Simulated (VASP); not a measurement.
Runs of VASP 6.6.1 on GaN. The structure is that of space group F-43m (No. 216), or close to it. The cells are those of the table. 

```tsv
level	cell	k mesh	smearing	gap on the mesh (eV)	pressure (GPa)	largest force (eV/Å)
PBE	a = 3.180 Å, angles 60.0°, 2 atoms	10 × 10 × 10	fermi-dirac 0.02 eV	(a)	6.3	-
PBE	a = 3.180, b = 3.173, c = 3.173 Å, angles 60.2, 59.9, 59.9°, 2 atoms	6 × 6 × 6	gaussian 0.01 eV	1.78	7.2	-
r2SCAN	a = 3.180, b = 3.173, c = 3.173 Å, angles 60.2, 59.9, 59.9°, 2 atoms	10 × 10 × 10	gaussian 0.01 eV	2.18	2.1	-
PBE	a = 3.170 Å, angles 60.2°, 2 atoms	6 × 6 × 6	gaussian 0.01 eV	(b)	7.2	-
r2SCAN	a = 3.170 Å, angles 60.2°, 2 atoms	10 × 10 × 10	gaussian 0.01 eV	2.17	2.3	-
PBE	a = 3.181, b = 3.181, c = 3.165 Å, angles 60.2, 60.2, 60.3°, 2 atoms	6 × 6 × 6	gaussian 0.01 eV	1.73	6.2	0.01
r2SCAN	a = 3.180 Å, angles 60.0°, 2 atoms	10 × 10 × 10	gaussian 0.01 eV	2.16	1.1	-
PBE	a = 3.181, b = 3.181, c = 3.165 Å, angles 60.2, 60.2, 60.3°, 2 atoms	10 × 10 × 10	fermi-dirac 0.02 eV	1.73	6.3	0.01
```

Alike in all rows: task single point; potentials or basis VASP PAW PBE potentials, release 64 (Ga_d, N); no spin polarisation; cutoff (eV) 520.

Question: Fill in the values left out.

Answer: (a) 1.76; (b) 1.77.

Caveats: the PAW data sets were made with another functional, which shifts forces and pressure a little (some runs).

A k mesh can miss the band edges, and the runs leave out spin-orbit coupling on Ga.
